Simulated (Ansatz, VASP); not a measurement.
Two plane-wave programs on La2O

```
CELL_PARAMETERS angstrom
-2.55633 2.55633 5.59465
2.55633 -2.55633 5.59465
2.55633 2.55633 -5.59465
ATOMIC_POSITIONS crystal
La 0.76504 0.76504 0.00000
La 0.23496 0.23496 0.00000
La 0.51504 0.01504 0.50000
La 0.98496 0.48496 0.50000
O 0.75000 0.25000 0.50000
O 0.00000 0.00000 0.00000
```

Alike in both runs: functional PBE; k mesh 5 × 5 × 5; occupations gaussian, width 0.2 eV; no spin polarisation.

Ansatz relaxed the structure, and its values are those at the end. VASP's run is a single point on that final structure, the one shown.

```csv
,VASP,Ansatz
version,VASP 6.6.1,Ansatz 0.2.0
potentials or method,"VASP PAW PBE potentials, release 64 (La, O), cutoff 520 eV","scalar-relativistic, plane waves, PAW"
valence electrons in the cell,56,56
```

```tsv
	VASP	Ansatz	Ansatz less VASP
gap on the k mesh at the Fermi level (eV)	none	none	-
pressure (GPa)	-0.1	0.0	+0.09
rms of the force components (eV/Å)	0.025	0.028	+0.0035
```

A gap of «none» marks a metal or a gap that the smearing closes.

Spin-orbit coupling is off throughout.
